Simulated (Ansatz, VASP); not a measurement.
**One calculation of C, two programs**

File INCAR:

```
PREC = Accurate
ENCUT = 520
EDIFF = 1E-6
ISMEAR = 0
SIGMA = 0.05
LREAL = False
LASPH = True
NELM = 60
ALGO = Normal
ISIF = 2
LWAVE = False
LCHARG = False
GGA = PE
IVDW = 12
NBANDS = 31
```

KPOINTS

```
Automatic mesh
0
Gamma
  7 11 3
```

The input POSCAR:

```
C
1.0
    0.0000000000      1.4231666446     -3.3613878322
   -2.4649969361      0.0000000000      0.0000000000
    1.6433312908     10.5928154860      3.2690147732
C
10
Direct
    0.4513338813      0.1148967796      0.7723451695
    0.7579690079      0.6395918514      0.0593877770
    0.9313102263      0.2584180834      0.2376271251
    0.1046514446      0.8772443155      0.4158664732
    0.2779926629      0.4960705476      0.5941058214
    0.8153722104      0.1792343807      0.1188515711
   -0.0112865713      0.7980606128      0.2970909192
    0.1620546471      0.4168868449      0.4753302673
    0.3353958654      1.0357130769      0.6535696154
    0.5087370837      0.6545393090      0.8318089635
```

Input for Ansatz:

```yaml
crystal:
  lattice:
    - [0.0, 1.4231666446, -3.3613878322]
    - [-2.4649969361, 0.0, 0.0]
    - [1.6433312908, 10.592815486, 3.2690147732]
  atoms:
    - { symbol: C, position: [0.4513338813, 0.1148967796, 0.7723451695] }
    - { symbol: C, position: [0.7579690079, 0.6395918514, 0.059387777] }
    - { symbol: C, position: [0.9313102263, 0.2584180834, 0.2376271251] }
    - { symbol: C, position: [0.1046514446, 0.8772443155, 0.4158664732] }
    - { symbol: C, position: [0.2779926629, 0.4960705476, 0.5941058214] }
    - { symbol: C, position: [0.8153722104, 0.1792343807, 0.1188515711] }
    - { symbol: C, position: [-0.0112865713, 0.7980606128, 0.2970909192] }
    - { symbol: C, position: [0.1620546471, 0.4168868449, 0.4753302673] }
    - { symbol: C, position: [0.3353958654, 1.0357130769, 0.6535696154] }
    - { symbol: C, position: [0.5087370837, 0.654539309, 0.8318089635] }
basis:
  ecutwfc: 520.0
kpoints:
  mp_grid: { grid: [7, 11, 3] }
hamiltonian:
  xc: pbe
  dispersion: d3bj
scf:
  occupations: { method: gaussian, width: 0.05 }
output:
  forces: true
  stress: true
  eigenvalues: true
```

Alike in both runs: task single point; functional PBE; dispersion D3(BJ); k mesh 7 × 11 × 3; occupations gaussian, width 0.05 eV; no spin polarisation.

|  | VASP | Ansatz |
| --- | --- | --- |
| version | VASP 6.6.1 | Ansatz 0.2.0 |
| potentials or method | VASP PAW PBE potentials, release 64 (C), cutoff 520 eV | scalar-relativistic, plane waves, PAW |
| valence electrons in the cell | 40 | 40 |

Ansatz gave:

| Item | Value |
| --- | --- |
| gap on the k mesh at the Fermi level (eV) | none |
| pressure (GPa) | -4.5 |
| traceless stress, the component that is largest in VASP (GPa) | -4.53 |
| rms of the force components (eV/Å) | 0.822 |

**Question.** Estimate VASP's values.

**Answer.** gap on the k mesh at the Fermi level (eV): none; pressure (GPa): -4.1; traceless stress, the component that is largest in VASP (GPa): -4.35; rms of the force components (eV/Å): 0.821.

Atom by atom the forces differ by 0.012 eV/Å (rms over components). A gap of «none» marks a metal or a gap that the smearing closes.
